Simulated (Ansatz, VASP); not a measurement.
# C in VASP and in Ansatz

INCAR

```
PREC     = Accurate       # precision mode
ENCUT    = 600            # plane-wave cutoff, eV
EDIFF    = 1E-6           # SCF threshold, eV
ISMEAR   = -1             # smearing method
SIGMA    = 0.1            # smearing width, eV
LREAL    = False          # projectors in reciprocal space
LASPH    = True           # aspherical terms in the spheres
NELM     = 120            # most SCF steps
ALGO     = Normal         # electronic algorithm
ISIF     = 2              # what is computed and relaxed
LWAVE    = False          # write WAVECAR
LCHARG   = False          # write CHGCAR
GGA      = PS             # functional
NBANDS   = 11             # bands
GGA_COMPAT= False
```

KPOINTS

```
Automatic mesh
0
Gamma
  11 11 7
```

File POSCAR:

```
C
1.0
    2.1273200000     -1.2282820000      0.0000000000
    2.1273200000      1.2282820000      0.0000000000
   -1.3790700000      0.0000000000      3.5028300000
C
2
Direct
    0.8333560000      0.8333560000      0.0000930000
    0.1666440000      0.1666440000      0.9999070000
```

Input for Ansatz:

```yaml
crystal:
  lattice:
    - [2.12732, -1.228282, 0.0]
    - [2.12732, 1.228282, 0.0]
    - [-1.37907, 0.0, 3.50283]
  atoms:
    - { symbol: C, position: [0.833356, 0.833356, 9.3e-05] }
    - { symbol: C, position: [0.166644, 0.166644, 0.999907] }
basis:
  ecutwfc: 470.0
  ecutrho_ratio: 4
kpoints:
  mp_grid:
    grid: [11, 11, 7]
    shift: [0.0, 0.0, 0.0]
hamiltonian:
  xc: pbesol
scf:
  convergence:
    dr2_threshold: 1.0e-07
  mixing:
    algorithm: broyden
    preconditioner: kerker
  occupations:
    method: fermi_dirac
    width: 0.1
output:
  forces: true
  stress: true
```

Alike in both runs: task single point; functional PBEsol; k mesh 11 × 11 × 7; occupations fermi-dirac, width 0.1 eV; no spin polarisation.

|  | VASP | Ansatz |
| --- | --- | --- |
| version | VASP 6.6.1 | Ansatz 0.2.0 |
| potentials or method | VASP PAW PBE potentials, release 64 (C), cutoff 600 eV | plane waves, PAW |
| valence electrons in the cell | 8 | 8 |

Ansatz gave:

| Item | Value |
| --- | --- |
| pressure (GPa) | 0.9 |
| traceless stress, the component that is largest in VASP (GPa) | -0.48 |
| rms of the force components (eV/Å) | 0.003 |

Question: What did VASP give for the same quantities?

Answer: Pressure (GPa): 1.1; traceless stress, the component that is largest in VASP (GPa): -1.02; rms of the force components (eV/Å): 0.003.

VASP's potentials were made for PBE, not for PBEsol. Atom by atom the forces differ by 0.000 eV/Å (rms over components). Ansatz's warnings: stress scf threshold loose.
